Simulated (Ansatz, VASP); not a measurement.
**Nb3Sn: VASP beside Ansatz**

```
Nb Sn
1.0
     5.31914    0.00000    0.00000
     0.00000    5.31914    0.00000
     0.00000    0.00000    5.31914
Nb Sn
6 2
Direct
  0.25000 0.00000 0.50000
  0.50000 0.75000 0.00000
  0.75000 0.00000 0.50000
  0.50000 0.25000 0.00000
  0.00000 0.50000 0.75000
  0.00000 0.50000 0.25000
  0.00000 0.00000 0.00000
  0.50000 0.50000 0.50000
```

Alike in both runs: functional PBE; k mesh 8 × 8 × 8; occupations gaussian, width 0.1 eV; no spin polarisation.

Ansatz relaxed the structure, and its values are those at the end. VASP's run is a single point on that final structure, the one shown.

```csv
,VASP,Ansatz
version,VASP 6.6.1,Ansatz 0.2.0
potentials or method,"VASP PAW PBE potentials, release 64 (Nb_sv, Sn_d), cutoff 500 eV","scalar-relativistic, plane waves, PAW"
valence electrons in the cell,106,106
```

|  | VASP | Ansatz | Ansatz less VASP |
| --- | --- | --- | --- |
| gap on the k mesh at the Fermi level (eV) | none | none | - |
| pressure (GPa) | -0.3 | 0.0 | +0.26 |

A gap of «none» marks a metal or a gap that the smearing closes.
